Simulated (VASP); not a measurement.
Wanted: the native input for a VASP 6.6.1 run.

* Task: single point
* Functional: RPBE
* Dispersion: D3(BJ)
* Potentials or basis: VASP PAW PBE potentials, release 64 (Co, O)
* Cutoff: 520 eV
* k mesh: 11 × 11 × 11
* Occupations: fermi-dirac, width 0.05 eV
* Spin: collinear spin, ferromagnetic start
* Starting moments: [2.0, 0.0] μB
* Dipole correction: no
* Further INCAR settings: ALGO = Normal; EDIFF = 1e-06; NBANDS = 18

The structure of CoO lies in POSCAR:

```
CoO
1.0
    0.0000000000      2.1278179276      2.1278179276
    2.1278179276      0.0000000000      2.1278179276
    2.1278179276      2.1278179276      0.0000000000
Co O
1 1
Direct
    0.0000000000      0.0000000000      0.0000000000
    0.5000000000      0.5000000000      0.5000000000
```

One way to write it, as run:

INCAR

```
PREC = Accurate
ENCUT = 520
EDIFF = 1E-6
ISMEAR = -1
SIGMA = 0.05
LREAL = F
LASPH = T
NELM = 150
ALGO = Normal
ISIF = 2
LWAVE = F
LCHARG = F
ISPIN = 2
MAGMOM = 2 0
LORBIT = 11
LMAXMIX = 4
GGA = RP
IVDW = 12
NBANDS = 18
```

KPOINTS

```
Automatic mesh
0
Gamma
  11 11 11
```

Potentials or basis: VASP PAW PBE potentials, release 64 (Co, O).

Launch:

```console
$ cat potpaw_PBE.64/Co/POTCAR potpaw_PBE.64/O/POTCAR > POTCAR
$ mpirun -np 1 vasp_std > vasp.out
```

Results of the run:

```json
{
  "Pressure": "-0.5 GPa",
  "Net moment": "2.92 μB per cell",
  "Site moments": "Co +2.57; O +0.30 μB",
  "Valence electrons inside the program's atomic spheres": "Co 7.79; O 5.00",
  "Dispersion energy per atom": "-1.120 eV"
}
```

Caveat: the PAW data sets were made with another functional, which shifts forces and pressure a little; a cell with one magnetic atom can't hold antiferromagnetic order, which such compounds often take; pairwise dispersion overbinds metals, which lowers pressure and volume.

Run time: 46 s on 1 thread of Intel(R) Xeon(R) Platinum 8259CL CPU @ 2.50GHz (Skylake/Cascade Lake), on a shared host, peak memory 0.18 GiB.
